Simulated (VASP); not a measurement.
Write the native input for VASP 6.6.1 that does the following.

```yaml
Task: single point
Functional: PBE
Potentials_or_basis: VASP PAW PBE potentials, release 64 (Li_sv, Ca_sv, F)
Cutoff: 520 eV
k_mesh: 4 × 4 × 4
Occupations: methfessel-paxton, width 0.05 eV
Spin: no spin polarisation
Dipole_correction: no
Further_INCAR_settings: ALGO = Normal; EDIFF = 1e-06; NBANDS = 25
```

The structure of LiCaF3 lies in POSCAR:

```
LiCaF3
1.0
    3.7612440000      0.0000000000      0.0000000000
    0.0000000000      3.7612440000      0.0000000000
    0.0000000000      0.0000000000      3.7612440000
Li Ca F
1 1 3
Direct
    0.5000000000      0.5000000000      0.5000000000
    0.0000000000      0.0000000000      0.0000000000
    0.0000000000      0.5100000000      0.5000000000
    0.5000000000      0.5000000000      0.0000000000
    0.5000000000      0.0000000000      0.5000000000
```

One way to write it, as run:

INCAR

```
PREC = Accurate
ENCUT = 520
EDIFF = 1E-6
ISMEAR = 1
SIGMA = 0.05
LREAL = F
LASPH = T
NELM = 60
ALGO = Normal
ISIF = 2
LWAVE = F
LCHARG = F
GGA = PE
NBANDS = 25
```

KPOINTS

```
Automatic mesh
0
Gamma
  4 4 4
```

Potentials or basis: VASP PAW PBE potentials, release 64 (Li_sv, Ca_sv, F).

Launch:

```console
$ cat potpaw_PBE.64/Li_sv/POTCAR potpaw_PBE.64/Ca_sv/POTCAR potpaw_PBE.64/F/POTCAR > POTCAR
$ mpirun -np 1 vasp_std > vasp.out
```

It gave:

* Largest force: 0.113 eV/Å
* Band gap on the k mesh: 6.48 eV, indirect (least direct gap 6.59 eV)

Wall time 22 s on 1 thread of Intel Xeon 6975P-C, with other jobs on the host, peak memory 0.17 GiB.
